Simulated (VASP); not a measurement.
# Nd (Fm-3m) in VASP: single point with PBEsol

Aim: the single point of Nd with PBEsol.

Everything below comes from runs of VASP 6.6.1. Logs are shortened: lines on timing, memory, paths and dates and some standing lists are left out, and cuts for length are marked.

### 1 The cell of the first run

It takes space group Fm-3m (No. 225, cubic). The conventional cell has a = 4.371 Å, b = 4.371 Å, c = 4.371 Å, α = 90.00°, β = 90.00°, γ = 90.00°. Within 4.1 Å of Nd (site symmetry m-3m) lie 12 Nd at 3.09 Å.

### 2 Single point, PBEsol

INCAR reads:

```
ALGO = Normal ; EDIFF = 1E-6
ENCUT = 520 ; GGA = PS
ISIF = 2 ; ISMEAR = -1
LASPH = T ; LCHARG = T
LELF = T ; LREAL = F
LVHAR = T ; LWAVE = F
NBANDS = 13 ; NELM = 60
PREC = Accurate ; SIGMA = 0.13605693000000002
```

KPOINTS reads:

```
k-points
0
Gamma
  13 13 13
```

POSCAR reads:

```
Nd
1.0
    0.0000000000      2.1853014646      2.1853014646
    2.1853014646      0.0000000000      2.1853014646
    2.1853014646      2.1853014646      0.0000000000
Nd
1
Direct
    0.0000000000      0.0000000000      0.0000000000
```

Potentials or basis: VASP PAW PBE potentials, release 64 (Nd).

Command:

```
$ cat potpaw_PBE.64/Nd/POTCAR > POTCAR
$ mpirun -np 1 vasp_std > vasp.out
```

OUTCAR:

```text
EDIFF = 1E-6
   ENCUT = 520
   GGA = PS
   ISIF = 2
   ISMEAR = -1
   LASPH = T
   LREAL = F
   NELM = 60
   PREC = Accurate

 ion  position               nearest neighbor table
   1  0.000  0.000  0.000-

  LATTYP: Found a face centered cubic cell.
 ALAT       =     4.3706029292

  Lattice vectors:

 A1 = (   0.0000000000,   2.1853014646,   2.1853014646)
 A2 = (   2.1853014646,   0.0000000000,   2.1853014646)
 A3 = (   2.1853014646,   2.1853014646,   0.0000000000)

Analysis of symmetry for initial positions (statically):
=====================================================================
 Subroutine PRICEL returns:
 Original cell was already a primitive cell.

 Routine SETGRP: Setting up the symmetry group for a
 face centered cubic supercell.

 Subroutine GETGRP returns: Found 48 space group operations
 (whereof 48 operations were pure point group operations)
 out of a pool of 48 trial point group operations.

The static configuration has the point symmetry O_h .

Analysis of symmetry for dynamics (positions and initial velocities):
=====================================================================
 Subroutine PRICEL returns:
 Original cell was already a primitive cell.

 Routine SETGRP: Setting up the symmetry group for a
 face centered cubic supercell.

 Subroutine GETGRP returns: Found 48 space group operations
 (whereof 48 operations were pure point group operations)
 out of a pool of 48 trial point group operations.

The dynamic configuration has the point symmetry O_h .

 Subroutine INISYM returns: Found 48 space group operations
 (whereof 48 operations are pure point group operations),
 and found     1 'primitive' translations

----------------------------------------------------------------------------------------

                                     Primitive cell

  volume of cell :      20.8720

  direct lattice vectors                    reciprocal lattice vectors
     0.000000000  2.185301465  2.185301465    -0.228801384  0.228801384  0.228801384
     2.185301465  0.000000000  2.185301465     0.228801384 -0.228801384  0.228801384
     2.185301465  2.185301465  0.000000000     0.228801384  0.228801384 -0.228801384

  length of vectors
     3.090482969  3.090482969  3.090482969     0.396295622  0.396295622  0.396295622

  position of ions in fractional coordinates (direct lattice)
     0.000000000  0.000000000  0.000000000

  ion indices of the primitive-cell ions
   primitive index   ion index
                 1           1

----------------------------------------------------------------------------------------

 KPOINTS: k-points

Automatic generation of k-mesh.
 Grid dimensions read from file:
 generate k-points for:   13   13   13

 Generating k-lattice:

  Cartesian coordinates                     Fractional coordinates (reciprocal lattice)
    -0.017600106  0.017600106  0.017600106     0.076923077  0.000000000  0.000000000
     0.017600106 -0.017600106  0.017600106     0.000000000  0.076923077  0.000000000
     0.017600106  0.017600106 -0.017600106     0.000000000  0.000000000  0.076923077

  Length of vectors
     0.030484279  0.030484279  0.030484279

  Shift w.r.t. Gamma in fractional coordinates (k-lattice)
     0.000000000  0.000000000  0.000000000

 Subroutine IBZKPT returns following result:
 ===========================================

 Found     84 irreducible k-points:

 Following reciprocal coordinates:
            Coordinates               Weight
  0.000000  0.000000  0.000000      1.000000
  0.076923  0.000000  0.000000      8.000000
  0.153846  0.000000  0.000000      8.000000
  0.230769  0.000000  0.000000      8.000000
  0.307692  0.000000  0.000000      8.000000
  0.384615  0.000000  0.000000      8.000000
[... 16 lines left out ...]
  0.384615  0.153846  0.000000     24.000000
  0.461538  0.153846  0.000000     24.000000
 [... further k-points ...]
   k-points           NKPTS =     84   k-points in BZ     NKDIM =     84   number of bands    NBANDS=     13
   number of dos      NEDOS =    301   number of ions     NIONS =      1
   total plane-waves  NPLWV =  13824
   dimension x,y,z NGX =    24 NGY =   24 NGZ =   24
   dimension x,y,z NGXF=    48 NGYF=   48 NGZF=   48
   ions per type =               1
   NGX,Y,Z   is equivalent  to a cutoff of  12.91, 12.91, 12.91 a.u.
   NGXF,Y,Z  is equivalent  to a cutoff of  25.82, 25.82, 25.82 a.u.
 SYSTEM =  unknown system
   PREC   = accura    normal or accurate (medium, high low for compatibility)
   ISTART =      0    job   : 0-new  1-cont  2-samecut
   ICHARG =      2    charge: 1-file 2-atom 10-const
   ISPIN  =      1    spin polarized calculation?
   LNONCOLLINEAR =      F non collinear calculations
   LSORBIT =      F    spin-orbit coupling
   LASPH  =      T    aspherical Exc in radial PAW
   ENCUT  =  520.0 eV  38.22 Ry    6.18 a.u.   5.75  5.75  5.75*2*pi/ulx,y,z
   NELM   =     60;   NELMIN=  2; NELMDL= -5     # of ELM steps
   EDIFF  = 0.1E-05   stopping-criterion for ELM
   LREAL  =      F    real-space projection
   EDIFFG = 0.1E-04   stopping-criterion for IOM
   NSW    =      0    number of steps for IOM
   IBRION =     -1    ionic relax: 0-MD 1-quasi-New 2-CG
   NFREE  =      0    steps in history (QN), initial steepest desc. (CG)
   ISIF   =      2    stress and relaxation
   ISYM   =      2    0-nonsym 1-usesym 2-fastsym
   POTIM  = 0.5000    time-step for ionic-motion
   TEBEG  =    0.0;   TEEND  =   0.0 temperature during run
   PSTRESS=    0.0 pullay stress
   NELECT =      14.0000    total number of electrons
   NUPDOWN=      -1.0000    fix difference up-down
   EMIN   =  10.00;   EMAX   =-10.00  energy-range for DOS
   EFERMI =   0.00;   METHOD = LEGACY
   ISMEAR =    -1;   SIGMA  =   0.14  broadening in eV -4-tet -1-fermi 0-gaus
   EFERMI_NEDOS =   21; number of points for ismear=-14 and -15
   IALGO  =     38    algorithm
   IMIX   =      4    mixing-type and parameters
     AMIX     =   0.40;   BMIX     =  1.00
     AMIX_MAG =   1.60;   BMIX_MAG =  1.00
  volume/ion in A,a.u.               =      20.87       140.85
  Fermi-wavevector in a.u.,A,eV,Ry     =   1.433055  2.708081 27.941554  2.053646
  Thomas-Fermi vector in A             =   2.552615
   LORBIT       =      0    0 simple, 1 ext, 2 COOP (PROOUT), +10 PAW based schemes
   GGA     = PS    functional components
   LHFCALC =     F    Hartree Fock is set to
   AEXX    =    0.0000 exact exchange contribution
   IVDW    =     0    specifies the selected vdW correction
   LEPSILON=     F    determine dielectric tensor
   LRPA    =     F    only Hartree local field effects (RPA)
 non-spin polarized calculation
  energy-cutoff  :      520.00
  volume of cell :       20.87
 maximum number of plane-waves:       572
   NGX = 11   NGY = 11   NGZ = 11

 number of electron      14.0000000 magnetization

 Free energy of the ion-electron system (eV)
  ---------------------------------------------------
  ext. energy  EPLUGINS =         0.00000000
  ---------------------------------------------------
  free energy    TOTEN  =        -6.03501217 eV

  energy without entropy =       -5.51168390  energy(sigma->0) =       -5.77334804

 E-fermi :   8.3560     XC(G=0): -12.5831

 val. band max:        8.3498707002   @ k =   0.0000   0.0000   0.0000
 cond. band min:       8.3611127465   @ k =   0.3077   0.2308   0.0769
 fundamental gap:      0.0112420463
 Fermi energy:         8.3560279762

 k-point     1 :       0.0000    0.0000    0.0000
  band No.  band energies     occupation
      1     -29.0421      2.00000
      2      -7.8390      2.00000
      3      -7.8390      2.00000
      4      -7.8390      2.00000
      5       5.6620      2.00000
      6       7.6885      1.98531
      7       8.3499      1.02262
      8       8.3499      1.02262
      9       8.3499      1.02262
     10       9.1710      0.00500
     11       9.1710      0.00500
     12       9.1710      0.00500
     13      10.5203      0.00000

 k-point     2 :       0.0769    0.0000    0.0000
  band No.  band energies     occupation
      1     -28.9979      2.00000
      2      -8.1430      2.00000
      3      -7.8714      2.00000
      4      -7.8714      2.00000
      5       6.0076      2.00000
      6       7.6323      1.99026
      7       8.3246      1.11496
      8       8.3636      0.97234
      9       8.3636      0.97234
     10       9.0482      0.01227
     11       9.0482      0.01227
     12       9.1725      0.00494
     13      10.4944      0.00000

 k-point     3 :       0.1538    0.0000    0.0000
  band No.  band energies     occupation
      1     -28.8729      2.00000
      2      -8.9229      2.00000
      3      -7.9599      2.00000
      4      -7.9599      2.00000
      5       6.6816      1.99999
      6       7.6542      1.98857
      7       8.2539      1.35858
      8       8.4040      0.82542
      9       8.4040      0.82542
     10       8.8456      0.05329
     11       8.8456      0.05329
     12       9.1767      0.00479
     13      10.5515      0.00000

 k-point     4 :       0.2308    0.0000    0.0000
  band No.  band energies     occupation
      1     -28.6896      2.00000
      2      -9.9089      2.00000
      3      -8.0813      2.00000
      4      -8.0813      2.00000
      5       6.7270      1.99999
      6       8.0819      1.76475
      7       8.3010      1.19963
      8       8.4606      0.63355
      9       8.4606      0.63355
     10       8.7059      0.14203
     11       8.7059      0.14203
     12       9.1826      0.00459
     13      11.0800      0.00000

 k-point     5 :       0.3077    0.0000    0.0000
  band No.  band energies     occupation
      1     -28.4853      2.00000
      2     -10.8565      2.00000
      3      -8.2060      2.00000
      4      -8.2060      2.00000
      5       6.4785      2.00000
      6       7.9760      1.88459
      7       8.4737      0.59255
      8       8.4737      0.59255
      9       8.6743      0.17579
     10       8.7083      0.13968
     11       8.7083      0.13968
     12       9.1888      0.00438
     13      10.9457      0.00000

 k-point     6 :       0.3846    0.0000    0.0000
  band No.  band energies     occupation
      1     -28.3072      2.00000
      2     -11.5881      2.00000
      3      -8.3064      2.00000
      4      -8.3064      2.00000
      5       6.2605      2.00000
      6       7.8533      1.95150
      7       8.4399      0.70117
      8       8.4399      0.70117
      9       8.7918      0.07813
     10       8.8405      0.05525
     11       8.8405      0.05525
     12       9.1941      0.00422
     13      10.4711      0.00000

 k-point     7 :       0.4615    0.0000    0.0000
  band No.  band energies     occupation
      1     -28.2029      2.00000
      2     -11.9850      2.00000
      3      -8.3621      2.00000
      4      -8.3621      2.00000
      5       6.1418      2.00000
      6       7.7793      1.97157
      7       8.4180      0.77605
      8       8.4180      0.77605
      9       8.8192      0.06434
     10       8.9825      0.01981
     11       8.9825      0.01981
     12       9.1970      0.00413
     13      10.1333      0.00000
[... 193 lines left out ...]
 k-point    20 :       0.1538    0.1538    0.0000
  band No.  band energies     occupation
      1     -28.8165      2.00000
      2      -8.8671      2.00000
      3      -8.2061      2.00000
      4      -8.2061      2.00000
      5       7.1839      1.99964
      6       7.3203      1.99901
      7       8.1823      1.56379
      8       8.4612      0.63165
      9       8.4612      0.63165
     10       8.8686      0.04518
     11       8.8686      0.04518
     12       8.9762      0.02074
     13       9.8236      0.00004

 k-point    21 :       0.2308    0.1538    0.0000
  band No.  band energies     occupation
      1     -28.6793      2.00000
      2      -9.5062      2.00000
      3      -8.3700      2.00000
      4      -8.3379      2.00000
      5       7.1350      1.99975
      6       7.5452      1.99485
      7       8.2668      1.31659
      8       8.5190      0.46370
      9       8.5510      0.38518
     10       8.7512      0.10384
     11       8.8305      0.05935
     12       8.9520      0.02474
     13       9.7182      0.00009

 k-point    22 :       0.3077    0.1538    0.0000
  band No.  band energies     occupation
      1     -28.4999      2.00000
      2     -10.3095      2.00000
      3      -8.5112      2.00000
      4      -8.5059      2.00000
      5       6.9580      1.99993
      6       7.7156      1.98211
      7       8.2492      1.37362
      8       8.5647      0.35488
      9       8.6634      0.18909
     10       8.6759      0.17393
     11       8.9289      0.02924
     12       8.9590      0.02352
     13      10.0375      0.00001

 k-point    23 :       0.3846    0.1538    0.0000
  band No.  band energies     occupation
      1     -28.3166      2.00000
      2     -11.0433      2.00000
      3      -8.7226      2.00000
      4      -8.6004      2.00000
      5       6.8271      1.99997
      6       7.7830      1.97079
      7       8.2128      1.48251
      8       8.5138      0.47744
      9       8.7171      0.13152
     10       8.7833      0.08292
     11       8.9050      0.03475
     12       8.9644      0.02261
     13      10.3280      0.00000

 k-point    24 :       0.4615    0.1538    0.0000
  band No.  band energies     occupation
      1     -28.1741      2.00000
      2     -11.5619      2.00000
      3      -8.9392      2.00000
      4      -8.6205      2.00000
      5       6.7972      1.99998
      6       7.7081      1.98305
      7       8.2836      1.26010
      8       8.4595      0.63714
      9       8.7994      0.07402
     10       8.8377      0.05638
     11       8.9281      0.02941
     12       8.9673      0.02213
     13      10.0059      0.00001

 [... further k-points ...]
[... 5 lines left out ...]
  --------------------------------------------------------------------------------------
  -------------------------------------------------------------------------------------
  Total        0.0203661      0.0203661      0.0203661      0.0000000     -0.0000000      0.0000000
  in kB        1.5633399      1.5633399      1.5633399      0.0000000     -0.0000000      0.0000000
  external PRESSURE =       1.5633399 kB  Pullay stress =       0.0000000 kB

 VOLUME and BASIS-vectors are now :
 -----------------------------------------------------------------------------
  energy-cutoff  :      520.00
  volume of cell :       20.87
      direct lattice vectors                 reciprocal lattice vectors
     0.000000000  2.185301465  2.185301465    -0.228801384  0.228801384  0.228801384
     2.185301465  0.000000000  2.185301465     0.228801384 -0.228801384  0.228801384
     2.185301465  2.185301465  0.000000000     0.228801384  0.228801384 -0.228801384

 POSITION                                       TOTAL-FORCE (eV/Angst)
 -----------------------------------------------------------------------------------
      0.00000      0.00000      0.00000        -0.000000      0.000000      0.000000
 -----------------------------------------------------------------------------------
    total drift:                                0.000000      0.000000     -0.000000

  FREE ENERGIE OF THE ION-ELECTRON SYSTEM (eV)
  ---------------------------------------------------
  free  energy   TOTEN  =        -6.0350121710 eV

  energy  without entropy=       -5.5116839017  energy(sigma->0) =       -5.77334804
```

Wall time 14 s (1 thread of Intel Xeon Platinum 8488C (Sapphire Rapids), shared host); peak memory 0.16 GiB.

What came out:

```
Free energy            : -6.0350 eV
Pressure               : 0.2 GPa
Band gap on the k mesh : zero (band 7 reaches 8.64 eV, above the bottom of band 8 at 8.28 eV)
```

Caveat: the PAW data sets were made with another functional, which shifts forces and pressure a little; spin-orbit coupling is left out, which moves the levels of the heavy elements. Spin polarisation is off, so any magnetic state and its effect on volume and gap are missing.
